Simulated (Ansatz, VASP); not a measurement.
# KTaO3 in VASP and in Ansatz

```
CELL_PARAMETERS angstrom
3.75313 0.00000 0.00000
0.00000 3.75313 0.00000
0.00000 0.00000 4.50376
ATOMIC_POSITIONS crystal
K 0.50000 0.50000 0.50000
Ta 0.00000 0.00000 0.00000
O 0.50000 0.00000 0.00000
O 0.00000 0.50000 0.00000
O 0.00000 0.00000 0.50000
```

Alike in both runs: task single point; functional PBEsol; k mesh 8 × 8 × 8; occupations gaussian, width 0.05 eV; no spin polarisation.

```csv
,VASP,Ansatz
version,VASP 6.6.1,Ansatz 0.2.0
potentials or method,"VASP PAW PBE potentials, release 64 (K_sv, Ta_pv, O), cutoff 520 eV","scalar-relativistic, plane waves, PAW"
valence electrons in the cell,38,40
```

VASP gave:

| Property | Result |
| --- | --- |
| gap on the k mesh at the Fermi level (eV) | 1.74 |
| least direct gap on the mesh (eV) | 1.97 |
| pressure (GPa) | 12.6 |
| traceless stress, the component that is largest in VASP (GPa) | -39.16 |

Question: Which values does Ansatz return?

Answer: gap on the k mesh at the Fermi level (eV): 1.78; least direct gap on the mesh (eV): 2.00; pressure (GPa): 11.6; traceless stress, the component that is largest in VASP (GPa): -38.39.

VASP's potentials were made for PBE, not for PBEsol. The functional is the same, so the differences come from potentials, cutoffs and numerics. VASP's potentials hold 38 valence electrons a cell and Ansatz's 40, so a difference there can come from the potentials and not from the codes.

Spin-orbit coupling is off throughout.
